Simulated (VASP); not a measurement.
# Li3Ti2O4 (C2/m) in VASP: relaxation of cell and atoms with LDA

Aim: the relaxation of cell and atoms of Li3Ti2O4 with LDA.

Everything below comes from runs of VASP 6.6.1. Logs are shortened: lines on timing, memory, paths and dates and some standing lists are left out, and cuts for length are marked.

## (1) The cell of the first run

Symmetry: C2/m, No. 12, monoclinic system. The conventional cell has a = 9.959 Å, b = 2.782 Å, c = 7.270 Å, α = 90.00°, β = 119.10°, γ = 90.00°. Within 2.9 Å of Li (site symmetry 2/m) lie 6 O at 2.10 to 2.48 Å and 6 Li at 2.72 to 2.78 Å and 2 Ti at 2.80 Å. Li (site symmetry m) has 4 O at 1.87 to 1.98 Å and 6 Li at 2.54 to 2.78 Å and 1 Ti at 2.66 Å within 2.8 Å. Ti (site symmetry m) has 4 O at 1.88 to 1.90 Å within 2.5 Å. O (site symmetry m) has 3 Li at 1.87 to 2.10 Å and 2 Ti at 1.88 Å and 1 O at 2.57 Å within 2.6 Å. Within 2.6 Å of O (site symmetry m) lie 2 Ti at 1.90 Å and 4 Li at 1.96 to 2.48 Å and 1 O at 2.57 Å.

## (2) Relaxation of cell and atoms, LDA

File INCAR:

```
PREC = Accurate ; ENCUT = 600
EDIFF = 1E-6 ; ISMEAR = 1
SIGMA = 0.0258 ; LREAL = False
LASPH = True ; NELM = 100
ALGO = Normal ; ISIF = 3
LWAVE = False ; LCHARG = False
IBRION = 2 ; NSW = 100
EDIFFG = -0.03
```

File KPOINTS:

```
Automatic mesh
0
Gamma
  7 7 7
```

File POSCAR:

```
Li3Ti2O4
1.0
    0.0000000000      2.7816880800      0.0000000000
    4.9796021600     -1.3908440400      0.0000000000
   -1.4441241700      1.3908440400     -6.3520114200
Li Ti O
3 2 4
Direct
    0.0000000000      0.5000000000      0.5000000000
    0.3620000000      0.5920000000      0.8680000000
    0.6380000000      0.4080000000      0.1320000000
    0.1609000000      0.0489000000      0.7271000000
    0.8391000000      0.9511000000      0.2729000000
    0.5671000000      0.7900000000      0.6558000000
    0.4329000000      0.2100000000      0.3442000000
    0.2564000000      0.6917000000      0.1789000000
    0.7436000000      0.3083000000      0.8211000000
```

Potentials or basis: VASP PAW LDA potentials, release 64 (Li_sv, Ti_sv, O).

Started as:

```sh
> cat potpaw_LDA.64/Li_sv/POTCAR potpaw_LDA.64/Ti_sv/POTCAR potpaw_LDA.64/O/POTCAR > POTCAR
> mpirun -np 1 vasp_std > vasp.out
```

OUTCAR:

```text
PREC = Accurate
   ENCUT = 600
   EDIFF = 1E-6
   ISMEAR = 1
   LREAL = False
   LASPH = True
   NELM = 100
   ISIF = 3
   IBRION = 2
   NSW = 100
   EDIFFG = -0.03

 ion  position               nearest neighbor table
   1  0.000  0.500  0.500-   6 2.10   7 2.10   6 2.10   7 2.10
   2  0.362  0.592  0.868-   6 1.87   9 1.96   9 1.96   8 1.98   3 2.54   3 2.54   4 2.66
   3  0.638  0.408  0.132-   7 1.87   8 1.96   8 1.96   9 1.98   2 2.54   2 2.54   5 2.66
   4  0.161  0.049  0.727-   6 1.88   6 1.88   9 1.90   9 1.90   2 2.66
   5  0.839  0.951  0.273-   7 1.88   7 1.88   8 1.90   8 1.90   3 2.66
   6  0.567  0.790  0.656-   2 1.87   4 1.88   4 1.88   1 2.10   1 2.10
   7  0.433  0.210  0.344-   3 1.87   5 1.88   5 1.88   1 2.10   1 2.10
   8  0.256  0.692  0.179-   5 1.90   5 1.90   3 1.96   3 1.96   2 1.98
   9  0.744  0.308  0.821-   4 1.90   4 1.90   2 1.96   2 1.96   3 1.98

  LATTYP: Found a base centered monoclinic cell.
 ALAT       =     9.9592043200
 B/A-ratio  =     0.2793082651
 C/A-ratio  =     0.7299417643
 COS(beta)  =    -0.4863347281

  Lattice vectors:

 A1 = (  -4.9796021600,  -1.3908440400,   0.0000000000)
 A2 = (  -4.9796021600,   1.3908440400,   0.0000000000)
 A3 = (   3.5354779900,   0.0000000000,  -6.3520114200)

Analysis of symmetry for initial positions (statically):
=====================================================================
 Subroutine PRICEL returns:
 Original cell was already a primitive cell.

 Routine SETGRP: Setting up the symmetry group for a
 base centered monoclinic supercell.

 Subroutine GETGRP returns: Found  4 space group operations
 (whereof  4 operations were pure point group operations)
 out of a pool of  4 trial point group operations.

The static configuration has the point symmetry C_2h.

Analysis of symmetry for dynamics (positions and initial velocities):
=====================================================================
 Subroutine PRICEL returns:
 Original cell was already a primitive cell.

 Routine SETGRP: Setting up the symmetry group for a
 base centered monoclinic supercell.

 Subroutine GETGRP returns: Found  4 space group operations
 (whereof  4 operations were pure point group operations)
 out of a pool of  4 trial point group operations.

The dynamic configuration has the point symmetry C_2h.

 Subroutine INISYM returns: Found  4 space group operations
 (whereof  4 operations are pure point group operations),
 and found     1 'primitive' translations

----------------------------------------------------------------------------------------

                                     Primitive cell

  volume of cell :      87.9862

  direct lattice vectors                    reciprocal lattice vectors
     0.000000000  2.781688080  0.000000000     0.100409628  0.359493937  0.055887184
     4.979602160 -1.390844040  0.000000000     0.200819256  0.000000000 -0.045656080
    -1.444124170  1.390844040 -6.352011420     0.000000000  0.000000000 -0.157430447

  length of vectors
     2.781688080  5.170191952  6.660930178     0.377414045  0.205943806  0.157430447

  position of ions in fractional coordinates (direct lattice)
     0.000000000  0.500000000  0.500000000
     0.362000000  0.592000000  0.868000000
     0.638000000  0.408000000  0.132000000
     0.160900000  0.048900000  0.727100000
     0.839100000  0.951100000  0.272900000
     0.567100000  0.790000000  0.655800000
     0.432900000  0.210000000  0.344200000
     0.256400000  0.691700000  0.178900000
     0.743600000  0.308300000  0.821100000

  ion indices of the primitive-cell ions
   primitive index   ion index
                 1           1
                 2           2
                 3           3
                 4           4
                 5           5
                 6           6
                 7           7
                 8           8
                 9           9

----------------------------------------------------------------------------------------

 KPOINTS: Automatic mesh

Automatic generation of k-mesh.
 Grid dimensions read from file:
 generate k-points for:    7    7    7

 Generating k-lattice:

  Cartesian coordinates                     Fractional coordinates (reciprocal lattice)
     0.014344233  0.051356277  0.007983883     0.142857143  0.000000000  0.000000000
     0.028688465  0.000000000 -0.006522297     0.000000000  0.142857143  0.000000000
     0.000000000  0.000000000 -0.022490064     0.000000000  0.000000000  0.142857143

  Length of vectors
     0.053916292  0.029420544  0.022490064

  Shift w.r.t. Gamma in fractional coordinates (k-lattice)
     0.000000000  0.000000000  0.000000000

 Subroutine IBZKPT returns following result:
 ===========================================

 Found    100 irreducible k-points:

 Following reciprocal coordinates:
            Coordinates               Weight
  0.000000  0.000000  0.000000      1.000000
  0.142857 -0.000000  0.000000      4.000000
  0.285714  0.000000 -0.000000      4.000000
  0.428571 -0.000000  0.000000      4.000000
  0.000000  0.142857  0.000000      2.000000
  0.142857  0.142857  0.000000      4.000000
[... 16 lines left out ...]
 -0.428571  0.428571  0.000000      4.000000
 -0.285714  0.428571  0.000000      4.000000
 [... further k-points ...]
   k-points           NKPTS =    100   k-points in BZ     NKDIM =    100   number of bands    NBANDS=     34
   number of dos      NEDOS =    301   number of ions     NIONS =      9
   total plane-waves  NPLWV =  54432
   dimension x,y,z NGX =    24 NGY =   42 NGZ =   54
   dimension x,y,z NGXF=    48 NGYF=   84 NGZF=  108
   ions per type =               3   2   4
   NGX,Y,Z   is equivalent  to a cutoff of  14.34, 13.50, 13.48 a.u.
   NGXF,Y,Z  is equivalent  to a cutoff of  28.69, 27.01, 26.96 a.u.
 SYSTEM =  unknown system
   PREC   = accura    normal or accurate (medium, high low for compatibility)
   ISTART =      0    job   : 0-new  1-cont  2-samecut
   ICHARG =      2    charge: 1-file 2-atom 10-const
   ISPIN  =      1    spin polarized calculation?
   LNONCOLLINEAR =      F non collinear calculations
   LSORBIT =      F    spin-orbit coupling
   LASPH  =      T    aspherical Exc in radial PAW
   ENCUT  =  600.0 eV  44.10 Ry    6.64 a.u.   5.56 10.33 13.30*2*pi/ulx,y,z
   NELM   =    100;   NELMIN=  2; NELMDL= -5     # of ELM steps
   EDIFF  = 0.1E-05   stopping-criterion for ELM
   LREAL  =      F    real-space projection
   EDIFFG = -.3E-01   stopping-criterion for IOM
   NSW    =    100    number of steps for IOM
   IBRION =      2    ionic relax: 0-MD 1-quasi-New 2-CG
   NFREE  =      1    steps in history (QN), initial steepest desc. (CG)
   ISIF   =      3    stress and relaxation
   ISYM   =      2    0-nonsym 1-usesym 2-fastsym
   POTIM  = 0.5000    time-step for ionic-motion
   TEBEG  =    0.0;   TEEND  =   0.0 temperature during run
   PSTRESS=    0.0 pullay stress
   NELECT =      57.0000    total number of electrons
   NUPDOWN=      -1.0000    fix difference up-down
   EMIN   =  10.00;   EMAX   =-10.00  energy-range for DOS
   EFERMI =   0.00;   METHOD = LEGACY
   ISMEAR =     1;   SIGMA  =   0.03  broadening in eV -4-tet -1-fermi 0-gaus
   EFERMI_NEDOS =   21; number of points for ismear=-14 and -15
   IALGO  =     38    algorithm
   IMIX   =      4    mixing-type and parameters
     AMIX     =   0.40;   BMIX     =  1.00
     AMIX_MAG =   1.60;   BMIX_MAG =  1.00
  volume/ion in A,a.u.               =       9.78        65.97
  Fermi-wavevector in a.u.,A,eV,Ry     =   1.416538  2.676869 27.301190  2.006581
  Thomas-Fermi vector in A             =   2.537862
   LORBIT       =      0    0 simple, 1 ext, 2 COOP (PROOUT), +10 PAW based schemes
   GGA     = CA    functional components
   LHFCALC =     F    Hartree Fock is set to
   AEXX    =    0.0000 exact exchange contribution
   IVDW    =     0    specifies the selected vdW correction
   LEPSILON=     F    determine dielectric tensor
   LRPA    =     F    only Hartree local field effects (RPA)
 conjugate gradient relaxation of ions
 non-spin polarized calculation
 Methfessel and Paxton  Order N= 1 SIGMA  =   0.03
  energy-cutoff  :      600.00
  volume of cell :       87.99
 maximum number of plane-waves:      2963
 NGX is ok and might be reduce to    24
   NGX = 11   NGY = 21   NGZ = 27

--------------------------------------- Ionic step        1  -------------------------------------------

 number of electron      57.0000010 magnetization

 Free energy of the ion-electron system (eV)
  ---------------------------------------------------
  ext. energy  EPLUGINS =         0.00000000
  ---------------------------------------------------
  free energy    TOTEN  =       -66.75510908 eV

  energy without entropy =      -66.75468697  energy(sigma->0) =      -66.75496838

------------------------ aborting loop because EDIFF is reached ----------------------------------------

  FORCE on cell =-STRESS in cart. coord.  units (eV):
  Direction    XX          YY          ZZ          XY          YZ          ZX
  --------------------------------------------------------------------------------------
  -------------------------------------------------------------------------------------
  Total        5.6739327      8.0076115     -1.7220581      0.0000000      0.0000000     -1.3854540
  in kB      103.3190530    145.8140015    -31.3576878      0.0000000      0.0000000    -25.2283211
  external PRESSURE =      72.5917889 kB  Pullay stress =       0.0000000 kB
[... 110 lines left out ...]
  FREE ENERGIE OF THE ION-ELECTRON SYSTEM (eV)
  ---------------------------------------------------
  free  energy   TOTEN  =       -67.0203929356 eV

  energy  without entropy=      -67.0200153501  energy(sigma->0) =      -67.02026707

[... ionic steps 4 to 54 ...]

--------------------------------------- Ionic step       55  -------------------------------------------

 number of electron      56.9999997 magnetization

------------------------ aborting loop because EDIFF is reached ----------------------------------------

  FORCE on cell =-STRESS in cart. coord.  units (eV):
  Direction    XX          YY          ZZ          XY          YZ          ZX
  --------------------------------------------------------------------------------------
  -------------------------------------------------------------------------------------
  Total       -0.0172340      0.0087313     -0.0615917      0.0000000      0.0000000     -0.0615604
  in kB       -0.3301600      0.1672699     -1.1799430      0.0000000      0.0000000     -1.1793429
  external PRESSURE =      -0.4476110 kB  Pullay stress =       0.0000000 kB
[... 71 lines left out ...]
  energy  without entropy=      -67.8894237104  energy(sigma->0) =      -67.88955091

--------------------------------------- Ionic step       57  -------------------------------------------

 number of electron      56.9999999 magnetization

 Free energy of the ion-electron system (eV)
  ---------------------------------------------------
  ext. energy  EPLUGINS =         0.00000000
  ---------------------------------------------------
  free energy    TOTEN  =       -67.88989672 eV

  energy without entropy =      -67.88977079  energy(sigma->0) =      -67.88985474

 E-fermi :   6.9936     XC(G=0): -11.4919

 val. band max:        6.9861511082   @ k =  -0.1429   0.2857   0.1429
 cond. band min:       6.9945983328   @ k =  -0.2857   0.0000   0.2857
 fundamental gap:      0.0084472246
 Fermi energy:         6.9935616682

 k-point     1 :       0.0000    0.0000    0.0000
  band No.  band energies     occupation
      1     -50.1352      2.00000
      2     -50.0362      2.00000
      3     -37.9725      2.00000
      4     -37.6394      2.00000
      5     -37.5802      2.00000
      6     -27.1782      2.00000
[... 877 lines left out ...]
     33       8.8538      0.00000
     34       9.0511      0.00000

 [... further k-points ...]
[... 5 lines left out ...]
  --------------------------------------------------------------------------------------
  -------------------------------------------------------------------------------------
  Total        0.0114132     -0.1593100      0.0041252      0.0000000      0.0000000     -0.0509830
  in kB        0.2184636     -3.0493973      0.0789618      0.0000000      0.0000000     -0.9758803
  external PRESSURE =      -0.9173240 kB  Pullay stress =       0.0000000 kB
[... 24 lines left out ...]
  FREE ENERGIE OF THE ION-ELECTRON SYSTEM (eV)
  ---------------------------------------------------
  free  energy   TOTEN  =       -67.8898967184 eV

  energy  without entropy=      -67.8897707938  energy(sigma->0) =      -67.88985474

 reached required accuracy - stopping structural energy minimisation
```

Run time: 86 min. Hardware: 1 thread of Intel Xeon 6975P-C (Granite Rapids), shared host; peak memory 0.43 GiB.

Results:

* Free energy: -67.8899 eV
* Relaxed volume: 9.30 Å³/atom
* Relaxed cell: a = 2.818 Å, b = 5.206 Å, c = 6.159 Å, α = 101.78°, β = 76.77°, γ = 105.71°
* Space group after relaxing (to 0.1 Å): C2/m (No. 12)
* Energy gained by relaxing: 126.1 meV/atom
* Ionic steps: 57
* Pressure after relaxing: -0.1 GPa
* Largest force after relaxing: 0.028 eV/Å
* Band gap on the k mesh: zero (an odd number of electrons rules out a gap without spin polarisation)

Forces in eV/Å, atoms in the order of the input:
```
Li   0.000  0.000  0.000
Li  -0.028  0.000  0.002
Li   0.028  0.000 -0.002
Ti  -0.006  0.000 -0.001
Ti   0.006  0.000  0.001
O   -0.017  0.000 -0.019
O    0.017  0.000  0.019
O    0.002  0.000 -0.003
O   -0.002  0.000  0.003
```

Stress tensor (GPa, compression positive):
```
 0.02  0.00 -0.10
 0.00 -0.30  0.00
-0.10  0.00  0.01
```

Step by step:
| step | energy change (eV) | largest force (eV/Å) | pressure (GPa) | volume (Å³) |
| --- | --- | --- | --- | --- |
| 1 | 0.0000 | 1.8130 | 7.26 | 87.99 |
| 3 | -0.2653 | 0.5176 | -3.76 | 90.82 |
| 5 | -0.5134 | 0.5292 | -1.00 | 85.45 |
| 7 | -0.6447 | 0.6417 | 5.53 | 81.76 |
| 9 | -0.7024 | 0.6570 | 3.23 | 81.58 |
| 11 | -0.7226 | 0.5168 | 2.35 | 82.02 |
| 13 | -0.7521 | 0.3959 | -1.16 | 83.50 |
| 15 | -0.7890 | 0.2294 | -0.16 | 83.50 |
| 17 | -0.7930 | 0.2784 | 0.30 | 83.50 |
| 19 | -0.8142 | 0.2966 | -1.82 | 83.84 |
| 21 | -0.8305 | 0.2204 | 0.22 | 82.53 |
| 23 | -0.8515 | 0.3037 | -0.16 | 82.06 |
| 25 | -0.8598 | 0.4483 | -0.34 | 81.56 |
| 27 | -0.8800 | 0.2395 | 0.90 | 80.92 |
| 29 | -0.8845 | 0.3275 | 1.99 | 80.49 |
| 31 | -0.9179 | 0.2500 | 0.22 | 81.04 |
| 33 | -0.9301 | 0.2389 | -0.81 | 81.48 |
| 35 | -0.9844 | 0.6678 | 2.17 | 81.05 |
| 37 | -1.0274 | 0.6532 | 1.32 | 81.85 |
| 39 | -1.0787 | 0.4410 | -1.74 | 83.01 |
| 41 | -1.1101 | 0.2080 | 0.91 | 82.33 |
| 43 | -1.1183 | 0.1641 | 0.64 | 82.58 |
| 45 | -1.1234 | 0.1386 | -0.13 | 83.10 |
| 47 | -1.1278 | 0.1458 | 0.16 | 83.26 |
| 49 | -1.1317 | 0.0821 | -0.23 | 83.62 |
| 51 | -1.1329 | 0.0745 | 0.07 | 83.49 |
| 53 | -1.1339 | 0.0303 | 0.15 | 83.52 |
| 55 | -1.1343 | 0.0316 | -0.04 | 83.63 |
| 57 | -1.1348 | 0.0284 | -0.09 | 83.70 |

Final structure:
```
Li Ti O
1.0
     0.00000    2.81842    0.00000
     5.00585   -1.40921   -0.23259
    -1.18354    1.40921   -5.87776
Li Ti O
3 2 4
Direct
  0.00000 0.50000 0.50000
  0.37593 0.62508 0.87323
  0.62407 0.37492 0.12677
  0.20143 0.09463 0.69177
  0.79857 0.90537 0.30823
  0.59370 0.79969 0.61229
  0.40630 0.20031 0.38771
  0.22209 0.64070 0.19652
  0.77791 0.35930 0.80348
```

Levels at points of the mesh, in eV from the Fermi level:
```csv
k point,band 26,band 27,band 28,band 29,band 30,band 31,band 32,band 33
"(0.00, 0.00, 0.00)",-3.86,-3.69,-1.23,-0.39,0.54,0.93,0.94,2.09
```

Caveat: the cutoff is under 1.25 times the usual one of these potentials, so pressure, stress and relaxed cells hold a basis-set (Pulay) error; an odd number of electrons without spin polarisation forces a metal; a magnetic or distorted state may lie lower.
